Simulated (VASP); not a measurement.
# Ta: single point with PBEsol

Crystal: Ta.

```
Ta
1.0
     2.61464    0.00000    0.00000
     0.00000    2.61464    0.00000
     0.00000    0.00000    2.61464
Ta
1
Cartesian
  0.0000 0.0000 0.0000
```

This cell differs from its parent crystal: volume scaled by 0.9.

| Item | Value |
| --- | --- |
| Program | VASP 6.6.1 |
| Task | single point |
| Functional | PBEsol |
| Potentials or basis | VASP PAW PBE potentials, release 64 (Ta_pv) |
| Cutoff | 520 eV |
| k mesh | 14 × 14 × 14 |
| Occupations | fermi-dirac, width 0.05 eV |
| Spin | no spin polarisation |

```
Pressure : 20.0 GPa
```

Levels at points of the mesh, in eV from the Fermi level:
| k point | band 3 | band 4 | band 5 | band 6 | band 7 | band 8 | band 9 | band 10 |
| --- | --- | --- | --- | --- | --- | --- | --- | --- |
| (0.00, 0.00, 0.00) | -32.94 | -7.79 | -3.17 | -3.17 | 7.21 | 7.21 | 7.21 | 14.68 |
| (0.50, 0.00, 0.00) | -32.77 | -3.98 | -2.03 | 0.24 | 2.62 | 2.62 | 7.72 | 11.97 |
| (0.50, 0.50, 0.00) | -32.61 | -4.89 | -1.50 | 3.58 | 3.58 | 6.07 | 6.07 | 10.34 |
| (0.50, 0.50, 0.50) | -34.24 | -2.96 | -2.96 | -2.96 | 7.53 | 10.70 | 10.70 | 13.65 |

It took 12 s on 1 thread of Intel Xeon 6975P-C, on a shared host, peak memory 0.14 GiB.

Caveat: the PAW data sets were made with another functional, which shifts forces and pressure a little; spin-orbit coupling is left out, which moves the levels of the heavy elements.
